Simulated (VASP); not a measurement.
Crystal: SbMo.

```
CELL_PARAMETERS angstrom
0.00000 2.76013 2.76013
2.76013 0.00000 2.76013
2.76013 2.76013 0.00000
ATOMIC_POSITIONS crystal
Mo 0.50000 0.50000 0.50000
Sb 0.00000 0.00000 0.00000
```

Base run:

```yaml
Program: VASP 6.6.1
Functional: PBE
Potentials_or_basis: VASP PAW PBE potentials, release 64 (Mo_sv, Sb)
Cutoff: 520 eV
k_mesh: 10 × 10 × 10
Occupations: gaussian, width 0.05 eV
Spin: no spin polarisation
```

Its results: pressure -0.1 GPa.

Q: The run is repeated on the same cell with these changes: functional from PBE to r2SCAN. What comes out?

A: Pressure -1.5 GPa.

Caveats: the PAW data sets were made with another functional, which shifts forces and pressure a little (some runs).
